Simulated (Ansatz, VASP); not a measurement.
Si4Se3 in VASP and in Ansatz

```
Si Se
1.0
     8.56505    0.00000    0.00000
    -4.28253    7.41755    0.00000
     0.00000    0.00000    4.61781
Si Se
4 3
Direct
  0.50000 0.00000 0.00000
  0.00000 0.50000 0.00000
  0.50000 0.50000 0.00000
  0.00000 0.00000 0.50000
  0.33333 0.66667 0.00000
  0.66667 0.33333 0.00000
  0.00000 0.00000 0.00000
```

Alike in both runs: functional PBE; k mesh 3 × 3 × 4; occupations gaussian, width 0.2 eV; no spin polarisation.

Ansatz relaxed the structure, and its values are those at the end. VASP's run is a single point on that final structure, the one shown.

```csv
,VASP,Ansatz
version,VASP 6.6.1,Ansatz 0.2.0
potentials or method,"VASP PAW PBE potentials, release 64 (Si, Se), cutoff 500 eV","scalar-relativistic, plane waves, PAW"
valence electrons in the cell,34,64
```

```csv
,VASP,Ansatz,Ansatz less VASP
gap on the k mesh at the Fermi level (eV),none,none,-
pressure (GPa),-0.2,-0.2,-0.03
```

A gap of «none» marks a metal or a gap that the smearing closes. VASP's potentials hold 34 valence electrons a cell and Ansatz's 64, so a difference there can come from the potentials and not from the codes.
